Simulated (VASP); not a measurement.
The system is Li.

```xyz
1
Lattice="-1.7547 1.7547 1.7547 1.7547 -1.7547 1.7547 1.7547 1.7547 -1.7547" Properties=species:S:1:pos:R:3 pbc="T T T"
Li    0.0000    0.0000    0.0000
```

* Program: VASP 6.6.1
* Task: relaxation of cell and atoms
* Functional: LDA
* Potentials or basis: VASP PAW LDA potentials, release 64 (Li_sv)
* Cutoff: 600 eV
* k mesh: 10 × 10 × 10
* Occupations: fermi-dirac, width 0.02 eV
* Spin: no spin polarisation

At the start: pressure -1.6 GPa; volume 21.61 Å³/atom.

Problem. How do energy, volume and symmetry change on relaxing?

Solution. Over 4 steps the energy falls by 16.1 meV/atom and the volume is 18.76 Å³/atom (-13.2 %); space group Im-3m (No. 229, to 0.05 Å).

The path:
```tsv
step	energy change (eV)	largest force (eV/Å)	pressure (GPa)	volume (Å³)
1	0.0000	0.0000	-1.65	21.61
2	-0.0064	0.0000	-1.34	20.92
3	-0.0155	0.0000	-0.36	19.27
4	-0.0161	0.0000	0.04	18.76
```

Final structure:
```
CELL_PARAMETERS angstrom
-1.67377 1.67377 1.67377
1.67377 -1.67377 1.67377
1.67377 1.67377 -1.67377
ATOMIC_POSITIONS crystal
Li 0.00000 0.00000 0.00000
```

Caveat: the cutoff is under 1.25 times the usual one of these potentials, so pressure, stress and relaxed cells hold a basis-set (Pulay) error; the volume moved by -13 % from the deposited cell, more than functionals usually miss.
